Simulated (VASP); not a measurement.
# SiC3 (P-6m2) in VASP: notebook

The runs below take SiC3 through single point, relaxation of cell and atoms, with PBE.

All numbers are computed with VASP 6.6.1; they aren't measurements. Logs are shortened: lines on timing, memory, paths and dates and some standing lists are left out, and cuts for length are marked.

## Step 1: The cell of the first run

The structure is hexagonal, space group P-6m2 (No. 187). The conventional cell has a = 2.838 Å, b = 2.838 Å, c = 9.155 Å, α = 90.00°, β = 90.00°, γ = 120.00°. Si (site symmetry -6m2) has 3 C at 1.64 Å within 2.2 Å. Within 2.2 Å of C (site symmetry -6m2) lie 3 C at 1.64 Å. C (site symmetry -6m2) has 3 Si at 1.64 Å within 2.2 Å. C (site symmetry -6m2) has 3 C at 1.64 Å within 2.2 Å.

## Step 2: Single point, PBE

The input, INCAR:

```
SYSTEM = SiC3
ALGO = Normal ; EDIFF = 1E-6
ENCUT = 520 ; GGA = PE
ISIF = 2 ; ISMEAR = 0
LASPH = .True. ; LCHARG = .False.
LREAL = .False. ; LWAVE = .False.
NBANDS = 16 ; NELM = 100
PREC = Accurate ; SIGMA = 0.1
```

The input, KPOINTS:

```
k-points
0
Gamma
  18 18 6
  0 0 0
```

The input, POSCAR:

```
SiC3
1.0
    2.8376547080      0.0000000000      0.0000000000
   -1.4188273540      2.4574810643      0.0000000000
    0.0000000000      0.0000000000      9.1554013496
Si C
1 3
Direct
    0.6666666667      0.3333333333      0.5000000000
    0.3333333333      0.6666666667      0.0000000000
    0.3333333333      0.6666666667      0.5000000000
    0.6666666667      0.3333333333      0.0000000000
```

Potentials or basis: VASP PAW PBE potentials, release 64 (Si, C).

The run is started by

```sh
cat potpaw_PBE.64/Si/POTCAR potpaw_PBE.64/C/POTCAR > POTCAR
mpirun -np 1 vasp_std > vasp.out
```

OUTCAR:

```text
SYSTEM = SiC3
   EDIFF = 1E-6
   ENCUT = 520
   GGA = PE
   ISIF = 2
   ISMEAR = 0
   LASPH = .True.
   LREAL = .False.
   NELM = 100
   PREC = Accurate

 ion  position               nearest neighbor table
   1  0.667  0.333  0.500-   3 1.64   3 1.64   3 1.64
   2  0.333  0.667  0.000-   4 1.64   4 1.64   4 1.64
   3  0.333  0.667  0.500-   1 1.64   1 1.64   1 1.64
   4  0.667  0.333  0.000-   2 1.64   2 1.64   2 1.64

  LATTYP: Found a hexagonal cell.
 ALAT       =     2.8376547080
 C/A-ratio  =     3.2263972511

  Lattice vectors:

 A1 = (   2.8376547080,   0.0000000000,   0.0000000000)
 A2 = (  -1.4188273540,   2.4574810643,   0.0000000000)
 A3 = (   0.0000000000,   0.0000000000,   9.1554013496)

Analysis of symmetry for initial positions (statically):
=====================================================================
 Subroutine PRICEL returns:
 Original cell was already a primitive cell.

 Routine SETGRP: Setting up the symmetry group for a
 hexagonal supercell.

 Subroutine GETGRP returns: Found 12 space group operations
 (whereof 12 operations were pure point group operations)
 out of a pool of 24 trial point group operations.

The static configuration has the point symmetry D_3h.

Analysis of symmetry for dynamics (positions and initial velocities):
=====================================================================
 Subroutine PRICEL returns:
 Original cell was already a primitive cell.

 Routine SETGRP: Setting up the symmetry group for a
 hexagonal supercell.

 Subroutine GETGRP returns: Found 12 space group operations
 (whereof 12 operations were pure point group operations)
 out of a pool of 24 trial point group operations.

The dynamic configuration has the point symmetry D_3h.

 Subroutine INISYM returns: Found 12 space group operations
 (whereof 12 operations are pure point group operations),
 and found     1 'primitive' translations

----------------------------------------------------------------------------------------

                                     Primitive cell

  volume of cell :      63.8450

  direct lattice vectors                    reciprocal lattice vectors
     2.837654708  0.000000000  0.000000000     0.352403694  0.203460367  0.000000000
    -1.418827354  2.457481064  0.000000000     0.000000000  0.406920735  0.000000000
[... 85 lines left out ...]
   LSORBIT =      F    spin-orbit coupling
   LASPH  =      T    aspherical Exc in radial PAW
   ENCUT  =  520.0 eV  38.22 Ry    6.18 a.u.   5.28  5.28 17.02*2*pi/ulx,y,z
   NELM   =    100;   NELMIN=  2; NELMDL= -5     # of ELM steps
   EDIFF  = 0.1E-05   stopping-criterion for ELM
   LREAL  =      F    real-space projection
   EDIFFG = 0.1E-04   stopping-criterion for IOM
   NSW    =      0    number of steps for IOM
   IBRION =     -1    ionic relax: 0-MD 1-quasi-New 2-CG
   NFREE  =      0    steps in history (QN), initial steepest desc. (CG)
   ISIF   =      2    stress and relaxation
   ISYM   =      2    0-nonsym 1-usesym 2-fastsym
   POTIM  = 0.5000    time-step for ionic-motion
   TEBEG  =    0.0;   TEEND  =   0.0 temperature during run
   PSTRESS=    0.0 pullay stress
   NELECT =      16.0000    total number of electrons
   NUPDOWN=      -1.0000    fix difference up-down
   EMIN   =  10.00;   EMAX   =-10.00  energy-range for DOS
   EFERMI =   0.00;   METHOD = LEGACY
   ISMEAR =     0;   SIGMA  =   0.10  broadening in eV -4-tet -1-fermi 0-gaus
   EFERMI_NEDOS =   21; number of points for ismear=-14 and -15
   IALGO  =     38    algorithm
   IMIX   =      4    mixing-type and parameters
     AMIX     =   0.40;   BMIX     =  1.00
     AMIX_MAG =   1.60;   BMIX_MAG =  1.00
  volume/ion in A,a.u.               =      15.96       107.71
  Fermi-wavevector in a.u.,A,eV,Ry     =   1.032141  1.950464 14.494497  1.065315
  Thomas-Fermi vector in A             =   2.166324
   LORBIT       =      0    0 simple, 1 ext, 2 COOP (PROOUT), +10 PAW based schemes
   GGA     = PE    functional components
   LHFCALC =     F    Hartree Fock is set to
   AEXX    =    0.0000 exact exchange contribution
   IVDW    =     0    specifies the selected vdW correction
   LEPSILON=     F    determine dielectric tensor
   LRPA    =     F    only Hartree local field effects (RPA)
 non-spin polarized calculation
 Gauss-broadening in eV      SIGMA  =   0.10
  energy-cutoff  :      520.00
  volume of cell :       63.85
 maximum number of plane-waves:      1742
 NGX is ok and might be reduce to    24

 number of electron      15.9999998 magnetization

 Free energy of the ion-electron system (eV)
  ---------------------------------------------------
  ext. energy  EPLUGINS =         0.00000000
  ---------------------------------------------------
  free energy    TOTEN  =       -29.32969206 eV

  energy without entropy =      -29.32888244  energy(sigma->0) =      -29.32928725

 E-fermi :   1.7602     XC(G=0):  -8.0203

 val. band max:        1.7590881880   @ k =   0.3333   0.3333   0.5000
 cond. band min:       1.7868442349   @ k =   0.3333   0.3333   0.3333
 fundamental gap:      0.0277560470
 Fermi energy:         1.7602025503

 k-point     1 :       0.0000    0.0000    0.0000
  band No.  band energies     occupation
      1     -14.7254      2.00000
      2     -12.9334      2.00000
      3      -3.5779      2.00000
      4      -2.6602      2.00000
      5      -1.3055      2.00000
      6      -1.3055      2.00000
[... 433 lines left out ...]
      3      -8.7323      2.00000
      4      -5.9563      2.00000
      5      -4.1936      2.00000
      6      -1.5756      2.00000
[... 8 lines left out ...]
     15      12.0679      0.00000
     16      13.0712      0.00000

 [... further k-points ...]
[... 5 lines left out ...]
  --------------------------------------------------------------------------------------
  -------------------------------------------------------------------------------------
  Total       -0.0119780     -0.0119780      0.0001651      0.0000000     -0.0000000     -0.0000000
  in kB       -0.3005851     -0.3005851      0.0041440      0.0000000     -0.0000000     -0.0000000
  external PRESSURE =      -0.1990087 kB  Pullay stress =       0.0000000 kB

 VOLUME and BASIS-vectors are now :
 -----------------------------------------------------------------------------
  energy-cutoff  :      520.00
  volume of cell :       63.85
      direct lattice vectors                 reciprocal lattice vectors
     2.837654708  0.000000000  0.000000000     0.352403694  0.203460367  0.000000000
    -1.418827354  2.457481064  0.000000000     0.000000000  0.406920735  0.000000000
     0.000000000  0.000000000  9.155401350     0.000000000  0.000000000  0.109225141

 POSITION                                       TOTAL-FORCE (eV/Angst)
 -----------------------------------------------------------------------------------
      1.41883      0.81916      4.57770        -0.000000     -0.000000      0.000000
     -0.00000      1.63832      0.00000         0.000000      0.000000      0.000000
     -0.00000      1.63832      4.57770         0.000000      0.000000      0.000000
      1.41883      0.81916      0.00000         0.000000      0.000000      0.000000
 -----------------------------------------------------------------------------------
    total drift:                               -0.000000      0.000000      0.000000

  FREE ENERGIE OF THE ION-ELECTRON SYSTEM (eV)
  ---------------------------------------------------
  free  energy   TOTEN  =       -29.3296920582 eV

  energy  without entropy=      -29.3288824443  energy(sigma->0) =      -29.32928725
```

It took 72 s on 1 thread of Intel Xeon 6975P-C (Granite Rapids), shared host; peak memory 0.27 GiB.

Results:

| Item | Value |
| --- | --- |
| Free energy | -29.3297 eV |
| Pressure | 0.0 GPa |

## Step 3: Single point, PBE

This run uses another cell than the first one: it holds 8 atoms, not 4.

The input, INCAR:

```
PREC = Accurate
ENCUT = 520
EDIFF = 1E-6
ISMEAR = 0
SIGMA = 0.2
LREAL = False
LASPH = True
NELM = 80
ALGO = Normal
ISIF = 2
LWAVE = False
LCHARG = False
GGA = PE
NBANDS = 26
```

The input, KPOINTS:

```
regular mesh
0
Gamma
  8 4 4
```

The input, POSCAR:

```
SiC3
1.0
    1.4188273540     -2.4574810643      0.0000000000
   -4.2564820620     -2.4574810643      0.0000000000
    0.0000000000      0.0000000000     -9.1554013496
Si C
2 6
Direct
    0.0000000000      0.6666666667      0.5000000000
    0.5000000000      0.1666666667      0.5000000000
    0.5000000000      0.8333333333      0.0000000000
    0.0000000000      0.3333333333      0.0000000000
    0.5000000000      0.8333333333      0.5000000000
    0.0000000000      0.3333333333      0.5000000000
    0.0000000000      0.6666666667      0.0000000000
    0.5000000000      0.1666666667      0.0000000000
```

Potentials or basis: VASP PAW PBE potentials, release 64 (Si, C).

The run is started by

```sh
cat potpaw_PBE.64/Si/POTCAR potpaw_PBE.64/C/POTCAR > POTCAR
mpirun -np 1 vasp_std > vasp.out
```

Wall time 83 s (1 thread of Intel Xeon 6975P-C (Granite Rapids), shared host); peak memory 0.3 GiB.

The run converged. Its results:

```
Free energy            : -58.6498 eV
Pressure               : 0.0 GPa
Largest force          : 0.006 eV/Å
Band gap on the k mesh : 0.34 eV
```

Forces on the atoms (eV/Å):
```
Si  -0.005 -0.003  0.000
Si  -0.005 -0.003  0.000
C    0.005  0.003  0.000
C    0.005  0.003  0.000
C    0.005  0.003  0.000
C    0.005  0.003  0.000
C   -0.005 -0.003  0.000
C   -0.005 -0.003  0.000
```

Levels at points of the mesh, in eV from the valence-band top:
```csv
k point,band 14,band 15,band 16,band 17,band 18,band 19
"(0.00, 0.00, 0.00)",-0.80,-0.80,-0.72,1.30,3.16,3.20
"(0.50, 0.00, 0.00)",-1.93,-0.96,-0.96,1.82,1.82,4.48
"(0.00, 0.50, 0.00)",-3.12,-1.74,-1.74,4.36,4.36,4.55
"(0.50, 0.50, 0.00)",-1.73,-0.72,-0.72,1.30,1.30,3.20
"(0.00, 0.00, 0.50)",-0.80,-0.80,-0.74,1.32,3.15,3.68
"(0.50, 0.00, 0.50)",-1.90,-1.00,-1.00,1.82,1.82,4.44
"(0.00, 0.50, 0.50)",-3.20,-1.74,-1.74,4.37,4.37,4.69
"(0.50, 0.50, 0.50)",-1.71,-0.74,-0.74,1.32,1.32,3.15
```

A k mesh can miss the band edges.

## Step 4: Relaxation of cell and atoms, PBE

This run uses another cell than the first one, of 14.50 Å³/atom, 0.908 times its volume.

The input, INCAR:

```
PREC = Accurate ; ENCUT = 600
EDIFF = 1E-7 ; ISMEAR = 0
SIGMA = 0.1 ; LREAL = False
LASPH = True ; NELM = 80
ALGO = Normal ; ISIF = 3
LWAVE = False ; LCHARG = False
GGA = PE ; IBRION = 2
NSW = 100 ; EDIFFG = -0.01
```

The input, KPOINTS:

```
regular mesh
0
Gamma
  18 18 6
```

The input, POSCAR:

```
SiC3
1.0
    2.8370899409      0.0000000000      0.0000000000
   -1.4185449705      2.4569919617      0.0000000000
    0.0000000000      0.0000000000      8.3179110162
Si C
1 3
Direct
    0.6666666667      0.3333333333      0.5000000000
    0.3333333333      0.6666666667      0.0000000000
    0.3333333333      0.6666666667      0.5000000000
    0.6666666667      0.3333333333      0.0000000000
```

The run is started by

```sh
cat potpaw_PBE.64/Si/POTCAR potpaw_PBE.64/C/POTCAR > POTCAR
mpirun -np 1 vasp_std > vasp.out
```

Run time: 5.7 min. Hardware: 1 thread of Intel Xeon 6975P-C (Granite Rapids), shared host; peak memory 0.27 GiB.

Results (log left out):

```
Free energy                            : -29.3295 eV
Relaxed volume                         : 15.63 Å³/atom
Relaxed cell                           : a = 2.837 Å, b = 2.837 Å, c = 8.971 Å, α = 90.00°, β = 90.00°, γ = 120.00°
Space group after relaxing (to 0.05 Å) : P-6m2 (No. 187)
Energy gained by relaxing              : 0.9 meV/atom
Ionic steps                            : 12
Pressure after relaxing                : 0.0 GPa
```

Step by step:
```
step  energy change (eV)  largest force (eV/Å)  pressure (GPa)  volume (Å³)
   1              0.0000                0.0000            0.03        57.98
   2             -0.0001                0.0000            0.22        58.01
   3             -0.0002                0.0000            0.37        58.03
   4             -0.0002                0.0000            0.36        58.05
   5             -0.0003                0.0000            0.35        58.12
   6             -0.0005                0.0000            0.33        58.25
   7             -0.0010                0.0000            0.29        58.52
   8             -0.0017                0.0000            0.19        59.06
   9             -0.0027                0.0000            0.02        60.13
  10             -0.0034                0.0000           -0.29        62.28
  11             -0.0035                0.0000            0.11        62.59
  12             -0.0036                0.0000            0.03        62.52
```

Final structure:
```
Si C
1.0
     2.83683    0.00000    0.00000
    -1.41842    2.45677    0.00000
     0.00000    0.00000    8.97094
Si C
1 3
Direct
  0.66667 0.33333 0.50000
  0.33333 0.66667 0.00000
  0.33333 0.66667 0.50000
  0.66667 0.33333 0.00000
```

Levels at points of the mesh, in eV from the Fermi level:
| k point | band 6 | band 7 | band 8 | band 9 | band 10 | band 11 |
| --- | --- | --- | --- | --- | --- | --- |
| (0.00, 0.00, 0.00) | -3.08 | -0.86 | -0.86 | 3.13 | 4.34 | 5.83 |
| (0.50, 0.00, 0.00) | -2.52 | -1.77 | -0.77 | 1.26 | 3.16 | 3.65 |
| (0.00, 0.00, 0.50) | -3.08 | -0.86 | -0.86 | 3.84 | 4.34 | 5.18 |
| (0.50, 0.00, 0.50) | -2.52 | -1.75 | -0.80 | 1.28 | 3.09 | 3.65 |

## Step 5: Summary

```csv
task,cell,k mesh,cutoff (eV),smearing,pressure (GPa)
single point,"a = 2.838, b = 2.838, c = 9.155 Å, angles 90.0, 90.0, 120.0°, 4 atoms",18 × 18 × 6,520,gaussian 0.1 eV,0.0
single point,"a = 2.838, b = 4.915, c = 9.155 Å, 8 atoms",8 × 4 × 4,520,gaussian 0.2 eV,0.0
relaxation of cell and atoms,"relaxed from a = 2.837, b = 2.837, c = 8.318 Å, angles 90.0, 90.0, 120.0°, 4 atoms",18 × 18 × 6,600,gaussian 0.1 eV,0.0
```

Alike in all rows: level PBE; potentials or basis VASP PAW PBE potentials, release 64 (Si, C); no spin polarisation.

Total energies depend on the potentials used, so only differences within one code and one set of settings carry meaning.
